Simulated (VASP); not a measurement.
The system is Ta3Se.

```xyz
4
Lattice="4.2065 0.0000 0.0000 0.0000 4.2065 0.0000 0.0000 0.0000 4.2065" Properties=species:S:1:pos:R:3 pbc="T T T"
Ta    0.0000    2.1033    2.1033
Ta    2.1033    0.0000    2.1033
Ta    2.1033    2.1033    0.0000
Se    0.0000    0.0000    0.0000
```

| Quantity | Value |
| --- | --- |
| Program | VASP 6.6.1 |
| Task | relaxation of cell and atoms |
| Functional | PBE |
| Potentials or basis | VASP PAW PBE potentials, release 64 (Ta_pv, Se) |
| Cutoff | 600 eV |
| k mesh | 4 × 4 × 4 |
| Occupations | gaussian, width 0.1 eV |
| Spin | no spin polarisation |

At the start: pressure -6.7 GPa; volume 18.61 Å³/atom.

Question: Where does the relaxation end?

Answer: Over 3 steps the energy falls by 19.3 meV/atom and the volume is 17.72 Å³/atom (-4.8 %); space group Pm-3m (No. 221, to 0.05 Å).

Step by step:
```csv
step,energy change (eV),largest force (eV/Å),pressure (GPa),volume (Å³)
1,0.0000,0.0000,-6.66,74.43
2,0.0744,0.0000,11.90,66.40
3,-0.0771,0.0000,-0.10,70.89
```

Final structure:
```
Ta Se
1.0
     4.13866    0.00000    0.00000
     0.00000    4.13866    0.00000
     0.00000    0.00000    4.13866
Ta Se
3 1
Direct
  0.00000 0.50000 0.50000
  0.50000 0.00000 0.50000
  0.50000 0.50000 0.00000
  0.00000 0.00000 0.00000
```

Caveat: the k points lie up to 0.38 Å⁻¹ apart in the final cell.
